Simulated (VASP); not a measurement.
**V: single point with PBE**

V:

```
V
1.0
    -1.56323    1.56323    1.56323
     1.56323   -1.56323    1.56323
     1.56323    1.56323   -1.56323
V
1
Cartesian
  0.0000 0.0000 0.0000
```

| Property | Result |
| --- | --- |
| Program | VASP 6.6.1 |
| Task | single point |
| Functional | PBE |
| Potentials or basis | VASP PAW PBE potentials, release 64 (V_sv) |
| Cutoff | 520 eV |
| k mesh | 11 × 11 × 11 |
| Occupations | fermi-dirac, width 0.05 eV |
| Spin | collinear spin, ferromagnetic start |
| Starting moments | [1.0] μB |
| Dipole correction | no |
| Further INCAR settings | ALGO = Normal; EDIFF = 1e-06; NBANDS = 16 |

```yaml
Pressure: -17.9 GPa
Net_moment: 0.00 μB per cell
Valence_electrons_inside_the_program's_atomic_spheres: V 11.46
```

Levels at points of the mesh, in eV from the Fermi level:
Spin up:
| k point | band 2 | band 3 | band 4 | band 5 | band 6 | band 7 | band 8 | band 9 | band 10 | band 11 |
| --- | --- | --- | --- | --- | --- | --- | --- | --- | --- | --- |
| (0.00, 0.00, 0.00) | -37.35 | -37.35 | -37.35 | -6.27 | 0.38 | 0.38 | 0.38 | 2.09 | 2.09 | 19.51 |
Spin down:
| k point | band 4 | band 5 | band 6 | band 7 | band 8 | band 9 |
| --- | --- | --- | --- | --- | --- | --- |
| (0.00, 0.00, 0.00) | -37.35 | -6.27 | 0.38 | 0.38 | 0.38 | 2.09 |

Wall time 42 s on 1 thread of Intel Xeon 8259CL (shared host), peak memory 0.14 GiB.

Caveat: the cell stands under tension.
